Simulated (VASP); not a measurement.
# Au in VASP: notebook

Runs on Au. Level: PBE. Tasks: single point.

Program: VASP 6.6.1. These are calculated values, not measurements. Logs are shortened: lines on timing, memory, paths and dates and some standing lists are left out, and cuts for length are marked.

### 1 The cell of the first run

The cell holds a slab with vacuum, 6 atoms: a = 2.893 Å, b = 2.893 Å, c = 27.228 Å, α = 90.00°, β = 90.00°, γ = 90.00°.

### 2 Single point, PBE

INCAR

```
SYSTEM = Au
ALGO = Normal
DIPOL = 0.5 0.5 0.503
EDIFF = 1E-6
ENCUT = 520
GGA = PE
IDIPOL = 3
ISIF = 2
ISMEAR = 0
LASPH = .TRUE.
LCHARG = .TRUE.
LDIPOL = .TRUE.
LELF = .TRUE.
LREAL = .FALSE.
LVACPOTAV = .TRUE.
LVHAR = .TRUE.
LWAVE = .FALSE.
NBANDS = 42
NELM = 100
PREC = Accurate
SIGMA = 0.1
```

KPOINTS

```
k-points
0
G
  9 9 1
  0 0 0
```

POSCAR

```
Au
1.0
    2.8927738400      0.0000000000      0.0000000000
    0.0000000000      2.8927738400      0.0000000000
    0.0000000000      0.0000000000     27.2275001454
Au
6
Direct
    0.5000000000      0.5000000000      0.3121843707
    0.0000000000      0.0000000000      0.3873106266
    0.5000000000      0.5000000000      0.4624368721
    0.0000000000      0.0000000000      0.5404309428
    0.5000000000      0.5000000000      0.6182720556
    0.0000000000      0.0000000000      0.6952478591
```

Potentials or basis: VASP PAW PBE potentials, release 64 (Au).

Run with:

```
> cat potpaw_PBE.64/Au/POTCAR > POTCAR
> mpirun -np 1 vasp_std > vasp.out
```

OUTCAR:

```text
SYSTEM = Au
   EDIFF = 1E-6
   ENCUT = 520
   GGA = PE
   ISIF = 2
   ISMEAR = 0
   LASPH = .TRUE.
   LREAL = .FALSE.
   NELM = 100
   PREC = Accurate

 ion  position               nearest neighbor table
   1  0.500  0.500  0.312-   2 2.89   2 2.89   2 2.89   2 2.89
   2  0.000  0.000  0.387-   3 2.89   3 2.89   3 2.89   3 2.89   1 2.89   1 2.89   1 2.89   1 2.89

   3  0.500  0.500  0.462-   2 2.89   2 2.89   2 2.89   2 2.89   4 2.95   4 2.95   4 2.95   4 2.95

   4  0.000  0.000  0.540-   5 2.95   5 2.95   5 2.95   5 2.95   3 2.95   3 2.95   3 2.95   3 2.95

   5  0.500  0.500  0.618-   6 2.93   6 2.93   6 2.93   6 2.93   4 2.95   4 2.95   4 2.95   4 2.95

   6  0.000  0.000  0.695-   5 2.93   5 2.93   5 2.93   5 2.93

  LATTYP: Found a simple tetragonal cell.
 ALAT       =     2.8927738400
 C/A-ratio  =     9.4122463944

  Lattice vectors:

 A1 = (   2.8927738400,   0.0000000000,   0.0000000000)
 A2 = (   0.0000000000,   2.8927738400,   0.0000000000)
 A3 = (   0.0000000000,   0.0000000000,  27.2275001454)

Analysis of symmetry for initial positions (statically):
=====================================================================
 Subroutine PRICEL returns:
 Original cell was already a primitive cell.

 Routine SETGRP: Setting up the symmetry group for a
 simple tetragonal supercell.

 Subroutine GETGRP returns: Found  8 space group operations
 (whereof  8 operations were pure point group operations)
 out of a pool of 16 trial point group operations.

The static configuration has the point symmetry C_4v.

Analysis of symmetry for dynamics (positions and initial velocities):
=====================================================================
 Subroutine PRICEL returns:
 Original cell was already a primitive cell.

 Routine SETGRP: Setting up the symmetry group for a
 simple tetragonal supercell.

 Subroutine GETGRP returns: Found  8 space group operations
 (whereof  8 operations were pure point group operations)
 out of a pool of 16 trial point group operations.

The dynamic configuration has the point symmetry C_4v.

 Subroutine INISYM returns: Found  8 space group operations
 (whereof  8 operations are pure point group operations),
 and found     1 'primitive' translations

----------------------------------------------------------------------------------------

                                     Primitive cell

  volume of cell :     227.8435

  direct lattice vectors                    reciprocal lattice vectors
     2.892773840  0.000000000  0.000000000     0.345688967  0.000000000  0.000000000
     0.000000000  2.892773840  0.000000000     0.000000000  0.345688967  0.000000000
     0.000000000  0.000000000 27.227500145     0.000000000  0.000000000  0.036727573

  length of vectors
     2.892773840  2.892773840 27.227500145     0.345688967  0.345688967  0.036727573

  position of ions in fractional coordinates (direct lattice)
     0.500000000  0.500000000  0.312184371
     0.000000000  0.000000000  0.387310627
     0.500000000  0.500000000  0.462436872
     0.000000000  0.000000000  0.540430943
     0.500000000  0.500000000  0.618272056
     0.000000000  0.000000000  0.695247859

  ion indices of the primitive-cell ions
   primitive index   ion index
                 1           1
                 2           2
                 3           3
                 4           4
                 5           5
                 6           6

----------------------------------------------------------------------------------------

 KPOINTS: k-points

Automatic generation of k-mesh.
 Grid dimensions read from file:
 generate k-points for:    9    9    1

 Generating k-lattice:

  Cartesian coordinates                     Fractional coordinates (reciprocal lattice)
     0.038409885  0.000000000  0.000000000     0.111111111  0.000000000  0.000000000
     0.000000000  0.038409885  0.000000000     0.000000000  0.111111111  0.000000000
     0.000000000  0.000000000  0.036727573     0.000000000  0.000000000  1.000000000

  Length of vectors
     0.038409885  0.038409885  0.036727573

  Shift w.r.t. Gamma in fractional coordinates (k-lattice)
     0.000000000  0.000000000  0.000000000

 Subroutine IBZKPT returns following result:
 ===========================================

 Found     15 irreducible k-points:

 Following reciprocal coordinates:
            Coordinates               Weight
  0.000000  0.000000  0.000000      1.000000
  0.111111  0.000000  0.000000      4.000000
  0.222222  0.000000  0.000000      4.000000
  0.333333  0.000000  0.000000      4.000000
  0.444444  0.000000  0.000000      4.000000
  0.111111  0.111111  0.000000      4.000000
  0.222222  0.111111  0.000000      8.000000
  0.333333  0.111111  0.000000      8.000000
  0.444444  0.111111  0.000000      8.000000
  0.222222  0.222222  0.000000      4.000000
  0.333333  0.222222  0.000000      8.000000
  0.444444  0.222222  0.000000      8.000000
  0.333333  0.333333  0.000000      4.000000
  0.444444  0.333333  0.000000      8.000000
  0.444444  0.444444  0.000000      4.000000
   k-points           NKPTS =     15   k-points in BZ     NKDIM =     15   number of bands    NBANDS=     42
   number of dos      NEDOS =    301   number of ions     NIONS =      6
   total plane-waves  NPLWV = 120960
   dimension x,y,z NGX =    24 NGY =   24 NGZ =  210
   dimension x,y,z NGXF=    48 NGYF=   48 NGZF=  420
   ions per type =               6
   NGX,Y,Z   is equivalent  to a cutoff of  13.79, 13.79, 12.82 a.u.
   NGXF,Y,Z  is equivalent  to a cutoff of  27.59, 27.59, 25.64 a.u.
 SYSTEM =  Au
   PREC   = accura    normal or accurate (medium, high low for compatibility)
   ISTART =      0    job   : 0-new  1-cont  2-samecut
   ICHARG =      2    charge: 1-file 2-atom 10-const
   ISPIN  =      1    spin polarized calculation?
   LNONCOLLINEAR =      F non collinear calculations
   LSORBIT =      F    spin-orbit coupling
   LASPH  =      T    aspherical Exc in radial PAW
   ENCUT  =  520.0 eV  38.22 Ry    6.18 a.u.   5.38  5.38 50.63*2*pi/ulx,y,z
   NELM   =    100;   NELMIN=  2; NELMDL= -5     # of ELM steps
   EDIFF  = 0.1E-05   stopping-criterion for ELM
   LREAL  =      F    real-space projection
   EDIFFG = 0.1E-04   stopping-criterion for IOM
   NSW    =      0    number of steps for IOM
   IBRION =     -1    ionic relax: 0-MD 1-quasi-New 2-CG
   NFREE  =      0    steps in history (QN), initial steepest desc. (CG)
   ISIF   =      2    stress and relaxation
   ISYM   =      2    0-nonsym 1-usesym 2-fastsym
   POTIM  = 0.5000    time-step for ionic-motion
   TEBEG  =    0.0;   TEEND  =   0.0 temperature during run
   PSTRESS=    0.0 pullay stress
   NELECT =      66.0000    total number of electrons
   NUPDOWN=      -1.0000    fix difference up-down
   EMIN   =  10.00;   EMAX   =-10.00  energy-range for DOS
   EFERMI =   0.00;   METHOD = LEGACY
   ISMEAR =     0;   SIGMA  =   0.10  broadening in eV -4-tet -1-fermi 0-gaus
   EFERMI_NEDOS =   21; number of points for ismear=-14 and -15
   IALGO  =     38    algorithm
   IMIX   =      4    mixing-type and parameters
     AMIX     =   0.40;   BMIX     =  1.00
     AMIX_MAG =   1.60;   BMIX_MAG =  1.00
  volume/ion in A,a.u.               =      37.97       256.26
  Fermi-wavevector in a.u.,A,eV,Ry     =   1.083205  2.046960 15.964159  1.173333
  Thomas-Fermi vector in A             =   2.219265
   LORBIT       =      0    0 simple, 1 ext, 2 COOP (PROOUT), +10 PAW based schemes
   GGA     = PE    functional components
   LHFCALC =     F    Hartree Fock is set to
   AEXX    =    0.0000 exact exchange contribution
   IVDW    =     0    specifies the selected vdW correction
   LEPSILON=     F    determine dielectric tensor
   LRPA    =     F    only Hartree local field effects (RPA)
 non-spin polarized calculation
 Gauss-broadening in eV      SIGMA  =   0.10
  energy-cutoff  :      520.00
  volume of cell :      227.84
 maximum number of plane-waves:      6187
 NGX is ok and might be reduce to    24
   NGX = 11   NGY = 11   NGZ =101

 dipolmoment           0.000000      0.000000     -0.000588 electrons x Angstroem

 number of electron      66.0000006 magnetization

 dipolmoment           0.000000      0.000000      0.000970 electrons x Angstroem

 Free energy of the ion-electron system (eV)
  ---------------------------------------------------
  ext. energy  EPLUGINS =         0.00000000
  ---------------------------------------------------
  free energy    TOTEN  =       -18.44312786 eV

  energy without entropy =      -18.43163982  energy(sigma->0) =      -18.43738384

 E-fermi :   1.3052     XC(G=0):  -6.4510

 val. band max:        1.2326877465   @ k =   0.4444   0.3333   0.0000
 cond. band min:       1.3410243632   @ k =   0.2222   0.0000   0.0000
 fundamental gap:      0.1083366166
 Fermi energy:         1.3051576011

 k-point     1 :       0.0000    0.0000    0.0000
  band No.  band energies     occupation
      1      -7.8629      2.00000
      2      -7.0766      2.00000
      3      -5.9631      2.00000
      4      -5.3522      2.00000
      5      -4.9963      2.00000
      6      -4.9654      2.00000
[... 34 lines left out ...]
     41       7.8176      0.00000
     42       9.2527      0.00000

 k-point     2 :       0.1111    0.0000    0.0000
  band No.  band energies     occupation
      1      -7.5887      2.00000
      2      -6.8271      2.00000
      3      -5.7545      2.00000
      4      -5.1770      2.00000
      5      -4.8335      2.00000
      6      -4.7853      2.00000
[... 34 lines left out ...]
     41       7.8325      0.00000
     42       9.1937      0.00000

 k-point     3 :       0.2222    0.0000    0.0000
  band No.  band energies     occupation
      1      -6.8380      2.00000
      2      -6.2114      2.00000
      3      -5.4060      2.00000
      4      -4.9076      2.00000
      5      -4.6025      2.00000
      6      -4.4661      2.00000
[... 492 lines left out ...]
      4      -4.7092      2.00000
      5      -4.3915      2.00000
      6      -4.3322      2.00000
[... 34 lines left out ...]
     41       8.1666      0.00000
     42       9.2908      0.00000

 k-point    15 :       0.4444    0.4444    0.0000
  band No.  band energies     occupation
      1      -5.1509      2.00000
      2      -5.1130      2.00000
      3      -4.8756      2.00000
      4      -4.8657      2.00000
      5      -4.6585      2.00000
      6      -4.6107      2.00000
[... 34 lines left out ...]
     41       7.9890      0.00000
     42       8.3780      0.00000

------------------------ aborting loop because EDIFF is reached ----------------------------------------

  FORCE on cell =-STRESS in cart. coord.  units (eV):
  Direction    XX          YY          ZZ          XY          YZ          ZX
  --------------------------------------------------------------------------------------
  -------------------------------------------------------------------------------------
  Total        0.2513349      0.2513349      0.9421940      0.0000000      0.0000000      0.0000000
  in kB        1.7673663      1.7673663      6.6254319      0.0000000      0.0000000      0.0000000
  external PRESSURE =       3.3867215 kB  Pullay stress =       0.0000000 kB

 VOLUME and BASIS-vectors are now :
 -----------------------------------------------------------------------------
  energy-cutoff  :      520.00
  volume of cell :      227.84
      direct lattice vectors                 reciprocal lattice vectors
     2.892773840  0.000000000  0.000000000     0.345688967  0.000000000  0.000000000
     0.000000000  2.892773840  0.000000000     0.000000000  0.345688967  0.000000000
     0.000000000  0.000000000 27.227500145     0.000000000  0.000000000  0.036727573

 POSITION                                       TOTAL-FORCE (eV/Angst)
 -----------------------------------------------------------------------------------
      1.44639      1.44639      8.50000         0.000000      0.000000     -0.205728
      0.00000      0.00000     10.54550         0.000000      0.000000     -0.112014
      1.44639      1.44639     12.59100        -0.000000     -0.000000      0.324191
      0.00000      0.00000     14.71458         0.000000      0.000000     -0.000173
      1.44639      1.44639     16.83400         0.000000      0.000000      0.004328
      0.00000      0.00000     18.92986         0.000000      0.000000     -0.010604
 -----------------------------------------------------------------------------------
    total drift:                                0.000000     -0.000000     -0.000294

  FREE ENERGIE OF THE ION-ELECTRON SYSTEM (eV)
  ---------------------------------------------------
  free  energy   TOTEN  =       -18.4431278588 eV

  energy  without entropy=      -18.4316398238  energy(sigma->0) =      -18.43738384

 vacuum level on the upper side and lower side of the slab         6.445         6.425
```

It took 5 min on 1 thread of Intel Xeon Platinum 8259CL at 2.50GHz (Skylake/Cascade Lake), shared host; peak memory 0.38 GiB.

What came out:

```yaml
Free_energy: -18.4431 eV
Largest_force: 0.324 eV/Å
Band_gap_on_the_k_mesh: zero (band 33 reaches 3.80 eV, above the bottom of band 34 at -0.29 eV)
```

Forces in eV/Å, atoms in the order of the input:
```
Au   0.000  0.000 -0.206
Au   0.000  0.000 -0.112
Au   0.000  0.000  0.324
Au   0.000  0.000  0.000
Au   0.000  0.000  0.004
Au   0.000  0.000 -0.011
```

Caveat: spin-orbit coupling is left out, which moves the levels of the heavy elements.

### 3 Single point, PBE

INCAR

```
PREC     = Accurate       # precision mode
ENCUT    = 520            # plane-wave cutoff, eV
EDIFF    = 1E-7           # SCF threshold, eV
ISMEAR   = 0              # smearing method
SIGMA    = 0.1            # smearing width, eV
LREAL    = False          # projectors in reciprocal space
LASPH    = True           # aspherical terms in the spheres
NELM     = 80             # most SCF steps
ALGO     = Normal         # electronic algorithm
ISIF     = 2              # what is computed and relaxed
LWAVE    = False          # write WAVECAR
LCHARG   = False          # write CHGCAR
LDIPOL   = True         
IDIPOL   = 3            
DIPOL    = 0.5 0.5 0.503
GGA      = PE             # functional
NBANDS   = 42             # bands
```

KPOINTS

```
Automatic mesh
0
Gamma
  17 17 1
```

POSCAR is that of step 2.

Potentials or basis: VASP PAW PBE potentials, release 64 (Au).

Run with:

```
> cat potpaw_PBE.64/Au/POTCAR > POTCAR
> mpirun -np 1 vasp_std > vasp.out
```

Wall time 45 min (1 thread of Oxide Virtual Turin-like, shared host); peak memory 0.49 GiB.

The run converged. Its results:

```
Free energy            : -18.4313 eV
Largest force          : 0.299 eV/Å
Band gap on the k mesh : zero (band 33 reaches 4.28 eV, above the bottom of band 34 at -0.36 eV)
```

Forces in eV/Å, atoms in the order of the input:
```
Au   0.000  0.000 -0.243
Au   0.000  0.000 -0.121
Au   0.000  0.000  0.299
Au   0.000  0.000  0.028
Au   0.000  0.000  0.013
Au   0.000  0.000  0.024
```

Levels at points of the mesh, in eV from the Fermi level:
```
           k point  band 30  band 31  band 32  band 33  band 34  band 35  band 36  band 37  band 38  band 39
(0.00, 0.00, 0.00)    -1.98    -1.94    -1.85    -1.81    -1.69    -1.69     0.19     1.24     4.89     4.92
```

Caveat: spin-orbit coupling is left out, which moves the levels of the heavy elements.
